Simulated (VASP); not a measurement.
Wanted: the native input for a VASP 6.6.1 run.

```
Task                   : single point
Functional             : RPBE
Dispersion             : D3(BJ)
Potentials or basis    : VASP PAW PBE potentials, release 64 (As)
Cutoff                 : 500 eV
k mesh                 : 16 × 16 × 16
Occupations            : fermi-dirac, width 0.05 eV
Spin                   : no spin polarisation
Dipole correction      : no
Further INCAR settings : ALGO = Normal; EDIFF = 1e-06; NBANDS = 8
```

The structure of As lies in POSCAR:

```
As
1.0
   -1.2904510015      1.2904510015      1.2904510015
    1.2904510015     -1.2904510015      1.2904510015
    1.2904510015      1.2904510015     -1.2904510015
As
1
Direct
    0.0000000000      0.0000000000      0.0000000000
```

The input as run:

INCAR

```
SYSTEM = As
PREC = Accurate
ENCUT = 500
EDIFF = 1E-6
ISMEAR = -1
SIGMA = 0.05
LREAL = .False.
LASPH = .True.
NELM = 120
ALGO = Normal
ISIF = 2
LWAVE = .False.
LCHARG = .False.
GGA = RP
IVDW = 12
NBANDS = 8
GGA_COMPAT = .False.
```

KPOINTS

```
regular mesh
0
Gamma
  16 16 16
  0 0 0
```

Potentials or basis: VASP PAW PBE potentials, release 64 (As).

Run with:

```console
$ cat potpaw_PBE.64/As/POTCAR > POTCAR
$ mpirun -np 1 vasp_std > vasp.out
```

Results of the run:

The pressure is 294.5 GPa. The dispersion energy per atom is -5.039 eV.

Caveat: the PAW data sets were made with another functional, which shifts forces and pressure a little; pairwise dispersion overbinds metals, which lowers pressure and volume.

It used 6 s of CPU time on 1 thread of AMD EPYC 7R13 Processor (Zen 3) (shared host).
